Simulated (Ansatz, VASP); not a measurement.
# CaO in VASP and in Ansatz

```xyz
2
Lattice="0.0000 2.3664 2.3664 2.3664 0.0000 2.3664 2.3664 2.3664 0.0000" Properties=species:S:1:pos:R:3 pbc="T T T"
Ca    0.0000    0.0000    0.0000
O     2.3664    2.3664    2.3664
```

Change from the starting cell: volume scaled by 0.9405, PAW files.

Alike in both runs: task electric field gradients; functional PBE; k mesh 12 × 12 × 12; occupations fermi-dirac, width 0.05 eV; no spin polarisation.

|  | VASP | Ansatz |
| --- | --- | --- |
| version | VASP 6.6.1 | Ansatz 0.2.0 |
| potentials or method | VASP PAW PBE potentials, release 64 (Ca_sv, O) | PAW with Ansatz's default frozen-core files, scalar-relativistic |
| plane-wave cutoff (eV) | 520 | 420 |
| valence electrons in the cell | 16 | 16 |

Ansatz gave:

| Quantity | Value |
| --- | --- |
| gap on the k mesh at the Fermi level (eV) | 3.64 |
| pressure (GPa) | 7.4 |

What did VASP give for the same quantities?

gap on the k mesh at the Fermi level (eV): 3.62; pressure (GPa): 8.1.
